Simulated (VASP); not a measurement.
# TaC (Fm-3m) in VASP: single point with r2SCAN

Aim: the single point of TaC with r2SCAN.

Program: VASP 6.6.1. These are calculated values, not measurements. Logs are shortened: lines on timing, memory, paths and dates and some standing lists are left out, and cuts for length are marked.

### 1 The cell of the first run

Symmetry: Fm-3m, No. 225, cubic system. The conventional cell has a = 4.462 Å, b = 4.462 Å, c = 4.462 Å, α = 90.00°, β = 90.00°, γ = 90.00°. Ta (site symmetry m-3m) has 6 C at 2.23 Å within 3.0 Å. Within 3.0 Å of C (site symmetry m-3m) lie 6 Ta at 2.23 Å.

### 2 Single point, r2SCAN

POSCAR

```
TaC
1.0
    4.4619080521      0.0000000000      0.0000000000
    0.0000000000     -4.4619080521      0.0000000000
    0.0000000000      0.0000000000     -4.4619080521
Ta C
4 4
Direct
    0.0000000000      0.0000000000      0.0000000000
    0.5000000000      0.5000000000      0.0000000000
    0.5000000000      0.0000000000      0.5000000000
    0.0000000000      0.5000000000      0.5000000000
    0.5000000000      0.0000000000      0.0000000000
    0.0000000000      0.5000000000      0.0000000000
    0.0000000000      0.0000000000      0.5000000000
    0.5000000000      0.5000000000      0.5000000000
```

INCAR.step1

```
SYSTEM = TaC
PREC = Accurate
ENCUT = 660
ISMEAR = 0
SIGMA = 0.15
LREAL = .FALSE.
LASPH = .TRUE.
NELM = 120
NBANDS = 40
GGA = PE
ALGO = Normal
EDIFF = 1E-5
LWAVE = .TRUE.
LCHARG = .FALSE.
GGA_COMPAT = .FALSE.
```

INCAR.step2

```
SYSTEM = TaC
PREC = Accurate
ENCUT = 660
EDIFF = 1E-6
ISMEAR = 0
SIGMA = 0.15
LREAL = .FALSE.
LASPH = .TRUE.
NELM = 120
ALGO = Normal
ISIF = 2
LWAVE = .FALSE.
LCHARG = .FALSE.
METAGGA = R2SCAN
LMIXTAU = .TRUE.
NBANDS = 40
ISTART = 1
GGA_COMPAT = .FALSE.
```

KPOINTS

```
Automatic mesh
0
G
  14 14 14
  0 0 0
```

Potentials or basis: VASP PAW PBE potentials, release 64 (Ta_pv, C).

Run with:

```bash
> cat potpaw_PBE.64/Ta_pv/POTCAR potpaw_PBE.64/C/POTCAR > POTCAR
> cp INCAR.step1 INCAR
> mpirun -np 1 vasp_std > vasp.out
> cp INCAR.step2 INCAR
> mpirun -np 1 vasp_std > vasp.out
```

OUTCAR:

```text
SYSTEM = TaC
   PREC = Accurate
   ENCUT = 660
   EDIFF = 1E-6
   ISMEAR = 0
   LREAL = .FALSE.
   LASPH = .TRUE.
   NELM = 120
   ISIF = 2
   METAGGA = R2SCAN
   ISTART = 1

 ion  position               nearest neighbor table
   1  0.000  0.000  0.000-   5 2.23   6 2.23   7 2.23   7 2.23   6 2.23   5 2.23   3 3.16   4 3.16
                             2 3.16   2 3.16   4 3.16   3 3.16   4 3.16   2 3.16   3 3.16   4 3.16
   2  0.500  0.500  0.000-   5 2.23   6 2.23   8 2.23   8 2.23   5 2.23   6 2.23   3 3.16   4 3.16
                             1 3.16   1 3.16   3 3.16   3 3.16   3 3.16   1 3.16   4 3.16   4 3.16
   3  0.500  0.000  0.500-   5 2.23   7 2.23   8 2.23   5 2.23   8 2.23   7 2.23   1 3.16   2 3.16
                             1 3.16   2 3.16   4 3.16   2 3.16   2 3.16   1 3.16   4 3.16   4 3.16
   4  0.000  0.500  0.500-   6 2.23   7 2.23   8 2.23   6 2.23   7 2.23   8 2.23   1 3.16   2 3.16
                             1 3.16   1 3.16   3 3.16   2 3.16   1 3.16   2 3.16   3 3.16   3 3.16
   5  0.500  0.000  0.000-   1 2.23   2 2.23   3 2.23   3 2.23   2 2.23   1 2.23
   6  0.000  0.500  0.000-   1 2.23   2 2.23   4 2.23   4 2.23   1 2.23   2 2.23
   7  0.000  0.000  0.500-   1 2.23   3 2.23   4 2.23   1 2.23   4 2.23   3 2.23
   8  0.500  0.500  0.500-   2 2.23   3 2.23   4 2.23   2 2.23   3 2.23   4 2.23

  LATTYP: Found a simple cubic cell.
 ALAT       =     4.4619080521

  Lattice vectors:

 A1 = (   4.4619080521,   0.0000000000,   0.0000000000)
 A2 = (   0.0000000000,  -4.4619080521,   0.0000000000)
 A3 = (   0.0000000000,   0.0000000000,  -4.4619080521)

Analysis of symmetry for initial positions (statically):
=====================================================================
 Subroutine PRICEL returns following result:

  LATTYP: Found a face centered cubic cell.
 ALAT       =     4.4619080521

  Lattice vectors:

 A1 = (   2.2309540261,   2.2309540261,   0.0000000000)
 A2 = (   2.2309540261,   0.0000000000,  -2.2309540261)
 A3 = (   0.0000000000,   2.2309540261,  -2.2309540261)

   4 primitive cells build up your supercell.

 Routine SETGRP: Setting up the symmetry group for a
 simple cubic supercell.

 Subroutine GETGRP returns: Found 48 space group operations
 (whereof 48 operations were pure point group operations)
 out of a pool of 48 trial point group operations.

The static configuration has the point symmetry O_h .

Analysis of symmetry for dynamics (positions and initial velocities):
=====================================================================
 Subroutine PRICEL returns following result:

  LATTYP: Found a face centered cubic cell.
 ALAT       =     4.4619080521

  Lattice vectors:

 A1 = (   2.2309540261,   2.2309540261,   0.0000000000)
 A2 = (   2.2309540261,   0.0000000000,  -2.2309540261)
 A3 = (   0.0000000000,   2.2309540261,  -2.2309540261)

   4 primitive cells build up your supercell.

 Routine SETGRP: Setting up the symmetry group for a
 simple cubic supercell.

 Subroutine GETGRP returns: Found 48 space group operations
 (whereof 48 operations were pure point group operations)
 out of a pool of 48 trial point group operations.

The dynamic configuration has the point symmetry O_h .

 Subroutine INISYM returns: Found 48 space group operations
 (whereof 48 operations are pure point group operations),
 and found     4 'primitive' translations

----------------------------------------------------------------------------------------

                                     Primitive cell

  volume of cell :      22.2076

  direct lattice vectors                    reciprocal lattice vectors
     2.230954026  2.230954026  0.000000000     0.224119365  0.224119365  0.224119365
     2.230954026  0.000000000 -2.230954026     0.224119365 -0.224119365 -0.224119365
     0.000000000  2.230954026 -2.230954026    -0.224119365  0.224119365 -0.224119365

  length of vectors
     3.155045441  3.155045441  3.155045441     0.388186127  0.388186127  0.388186127

  position of ions in fractional coordinates (direct lattice)
     0.000000000  0.000000000  0.000000000
     0.500000000  0.500000000  0.500000000

  ion indices of the primitive-cell ions
   primitive index   ion index
                 1           1
                 2           5

----------------------------------------------------------------------------------------

 KPOINTS: Automatic mesh

Automatic generation of k-mesh.
 Grid dimensions read from file:
 generate k-points for:   14   14   14

 Generating k-lattice:

  Cartesian coordinates                     Fractional coordinates (reciprocal lattice)
     0.016008526  0.000000000  0.000000000     0.071428571  0.000000000  0.000000000
     0.000000000 -0.016008526  0.000000000     0.000000000  0.071428571  0.000000000
     0.000000000  0.000000000 -0.016008526     0.000000000  0.000000000  0.071428571

  Length of vectors
     0.016008526  0.016008526  0.016008526

  Shift w.r.t. Gamma in fractional coordinates (k-lattice)
     0.000000000  0.000000000  0.000000000

 Subroutine IBZKPT returns following result:
 ===========================================

 Found    120 irreducible k-points:

 Following reciprocal coordinates:
            Coordinates               Weight
  0.000000  0.000000  0.000000      1.000000
  0.071429  0.000000  0.000000      6.000000
  0.142857  0.000000  0.000000      6.000000
  0.214286  0.000000  0.000000      6.000000
  0.285714  0.000000  0.000000      6.000000
  0.357143  0.000000  0.000000      6.000000
[... 16 lines left out ...]
  0.285714  0.214286  0.000000     24.000000
  0.357143  0.214286  0.000000     24.000000
 [... further k-points ...]
   k-points           NKPTS =    120   k-points in BZ     NKDIM =    120   number of bands    NBANDS=     40
   number of dos      NEDOS =    301   number of ions     NIONS =      8
   total plane-waves  NPLWV =  64000
   dimension x,y,z NGX =    40 NGY =   40 NGZ =   40
   dimension x,y,z NGXF=    80 NGYF=   80 NGZF=   80
   ions per type =               4   4
   NGX,Y,Z   is equivalent  to a cutoff of  14.90, 14.90, 14.90 a.u.
   NGXF,Y,Z  is equivalent  to a cutoff of  29.81, 29.81, 29.81 a.u.
 SYSTEM =  TaC
   PREC   = accura    normal or accurate (medium, high low for compatibility)
   ISTART =      1    job   : 0-new  1-cont  2-samecut
   ICHARG =      0    charge: 1-file 2-atom 10-const
   ISPIN  =      1    spin polarized calculation?
   LNONCOLLINEAR =      F non collinear calculations
   LSORBIT =      F    spin-orbit coupling
   LASPH  =      T    aspherical Exc in radial PAW
   ENCUT  =  660.0 eV  48.51 Ry    6.96 a.u.   9.35  9.35  9.35*2*pi/ulx,y,z
   NELM   =    120;   NELMIN=  2; NELMDL=  0     # of ELM steps
   EDIFF  = 0.1E-05   stopping-criterion for ELM
   LREAL  =      F    real-space projection
   EDIFFG = 0.1E-04   stopping-criterion for IOM
   NSW    =      0    number of steps for IOM
   IBRION =     -1    ionic relax: 0-MD 1-quasi-New 2-CG
   NFREE  =      0    steps in history (QN), initial steepest desc. (CG)
   ISIF   =      2    stress and relaxation
   ISYM   =      2    0-nonsym 1-usesym 2-fastsym
   POTIM  = 0.5000    time-step for ionic-motion
   TEBEG  =    0.0;   TEEND  =   0.0 temperature during run
   PSTRESS=    0.0 pullay stress
   NELECT =      60.0000    total number of electrons
   NUPDOWN=      -1.0000    fix difference up-down
   EMIN   =  10.00;   EMAX   =-10.00  energy-range for DOS
   EFERMI =   0.00;   METHOD = LEGACY
   ISMEAR =     0;   SIGMA  =   0.15  broadening in eV -4-tet -1-fermi 0-gaus
   EFERMI_NEDOS =   21; number of points for ismear=-14 and -15
   IALGO  =     38    algorithm
   IMIX   =      4    mixing-type and parameters
     AMIX     =   0.40;   BMIX     =  1.00
     AMIX_MAG =   1.60;   BMIX_MAG =  1.00
  volume/ion in A,a.u.               =      11.10        74.93
  Fermi-wavevector in a.u.,A,eV,Ry     =   1.436386  2.714377 28.071622  2.063206
  Thomas-Fermi vector in A             =   2.555580
   LORBIT       =      0    0 simple, 1 ext, 2 COOP (PROOUT), +10 PAW based schemes
   METAGGA = R2SCAN    functional components
   LHFCALC =     F    Hartree Fock is set to
   AEXX    =    0.0000 exact exchange contribution
   IVDW    =     0    specifies the selected vdW correction
   LEPSILON=     F    determine dielectric tensor
   LRPA    =     F    only Hartree local field effects (RPA)
 non-spin polarized calculation
 Gauss-broadening in eV      SIGMA  =   0.15
  energy-cutoff  :      660.00
  volume of cell :       88.83
 maximum number of plane-waves:      3450
 NGX is ok and might be reduce to    40
   NGX = 19   NGY = 19   NGZ = 19

 number of electron      60.0000001 magnetization

 Free energy of the ion-electron system (eV)
  ---------------------------------------------------
  ext. energy  EPLUGINS =         0.00000000
  ---------------------------------------------------
  free energy    TOTEN  =      -239.46093901 eV

  energy without entropy =     -239.42752591  energy(sigma->0) =     -239.44423246

 E-fermi :   8.4789     XC(G=0): -14.2178

 val. band max:        8.4649738291   @ k =   0.2143   0.1429   0.0714
 cond. band min:       8.4819713643   @ k =   0.2143   0.2143   0.2143
 fundamental gap:      0.0169975352
 Fermi energy:         8.4789253098

 k-point     1 :       0.0000    0.0000    0.0000
  band No.  band energies     occupation
      1     -28.6758      2.00000
      2     -28.6758      2.00000
      3     -28.6758      2.00000
      4     -28.2862      2.00000
      5     -28.2862      2.00000
      6     -28.2862      2.00000
[... 32 lines left out ...]
     39      10.9977      0.00000
     40      12.6137      0.00000

 k-point     2 :       0.0714    0.0000    0.0000
  band No.  band energies     occupation
      1     -28.6711      2.00000
      2     -28.6711      2.00000
      3     -28.6687      2.00000
      4     -28.2912      2.00000
      5     -28.2912      2.00000
      6     -28.2868      2.00000
[... 935 lines left out ...]
     39      12.5552      0.00000
     40      12.5771      0.00000

 k-point    24 :       0.3571    0.2143    0.0000
  band No.  band energies     occupation
      1     -28.5751      2.00000
      2     -28.5374      2.00000
      3     -28.5298      2.00000
      4     -28.4790      2.00000
      5     -28.3669      2.00000
      6     -28.3327      2.00000
[... 32 lines left out ...]
     39      12.3652      0.00000
     40      12.5338      0.00000

 [... further k-points ...]

------------------------ aborting loop because EDIFF is reached ----------------------------------------

  FORCE on cell =-STRESS in cart. coord.  units (eV):
  Direction    XX          YY          ZZ          XY          YZ          ZX
  --------------------------------------------------------------------------------------
  -------------------------------------------------------------------------------------
  Total        0.6533542      0.6533542      0.6533542     -0.0000000      0.0000000      0.0000000
  in kB       11.7841263     11.7841263     11.7841263     -0.0000000      0.0000000      0.0000000
  external PRESSURE =      11.7841263 kB  Pullay stress =       0.0000000 kB

 VOLUME and BASIS-vectors are now :
 -----------------------------------------------------------------------------
  energy-cutoff  :      660.00
  volume of cell :       88.83
      direct lattice vectors                 reciprocal lattice vectors
     4.461908052  0.000000000  0.000000000     0.224119365  0.000000000  0.000000000
     0.000000000 -4.461908052  0.000000000     0.000000000 -0.224119365  0.000000000
     0.000000000  0.000000000 -4.461908052     0.000000000  0.000000000 -0.224119365

 POSITION                                       TOTAL-FORCE (eV/Angst)
 -----------------------------------------------------------------------------------
      0.00000      0.00000      0.00000         0.000000     -0.000000      0.000000
      2.23095     -2.23095      0.00000        -0.000000     -0.000000      0.000000
      2.23095      0.00000     -2.23095         0.000000      0.000000     -0.000000
      0.00000     -2.23095     -2.23095        -0.000000      0.000000     -0.000000
      2.23095      0.00000      0.00000        -0.000000     -0.000000      0.000000
      0.00000     -2.23095      0.00000        -0.000000     -0.000000     -0.000000
      0.00000      0.00000     -2.23095        -0.000000     -0.000000     -0.000000
      2.23095     -2.23095     -2.23095        -0.000000     -0.000000     -0.000000
 -----------------------------------------------------------------------------------
    total drift:                                0.000000     -0.000000      0.000000

  FREE ENERGIE OF THE ION-ELECTRON SYSTEM (eV)
  ---------------------------------------------------
  free  energy   TOTEN  =      -239.4609390093 eV

  energy  without entropy=     -239.4275259102  energy(sigma->0) =     -239.44423246
```

Wall time 42 min (1 thread of Oxide Virtual Turin-like, shared host); peak memory 0.55 GiB.

Results:

```
Free energy            : -239.4609 eV
Pressure               : 1.2 GPa
Band gap on the k mesh : zero (bands 30 and 31 overlap by 4.63 eV)
```

Caveat: the PAW data sets were made with another functional, which shifts forces and pressure a little; spin-orbit coupling is left out, which moves the levels of the heavy elements.
